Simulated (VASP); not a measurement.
CoO:

```
Co O
1.0
     0.00000    2.15955    2.15955
     2.15955    0.00000    2.15955
     2.15955    2.15955    0.00000
Co O
1 1
Direct
  0.00000 0.00000 0.00000
  0.50000 0.50000 0.50000
```

Base run:

```yaml
Program: VASP 6.6.1
Functional: PBE
Potentials_or_basis: VASP PAW PBE potentials, release 64 (Co_sv, O)
Cutoff: 600 eV
k_mesh: 11 × 11 × 11
Occupations: fermi-dirac, width 0.05 eV
Spin: collinear spin, ferromagnetic start
Starting_moments: "[2.0, 0.0] μB"
```

Its results: band gap on the k mesh zero (filled and empty bands overlap); pressure -10.2 GPa; net moment 2.98 μB per cell; site moments Co +2.56; O +0.31 μB.

The run is repeated on the same cell with these changes: potentials or basis from VASP PAW PBE potentials, release 64 (Co_sv, O) to VASP PAW PBE potentials, release 64 (Co, O); cutoff from 600 eV to 520 eV; further incar settings from ALGO = Normal; EDIFF = 1e-06; NBANDS = 22 to ALGO = Normal; EDIFF = 1e-06; NBANDS = 18; valence electrons from 23 to 15. What comes out?

Band gap on the k mesh zero (filled and empty bands overlap); pressure -8.3 GPa; net moment 2.97 μB per cell; site moments Co +2.60; O +0.31 μB.

Caveats: a cell with one magnetic atom can't hold antiferromagnetic order, which such compounds often take; semilocal functionals often make such compounds metallic where correlation or magnetic order opens a gap, which also shifts bond lengths.
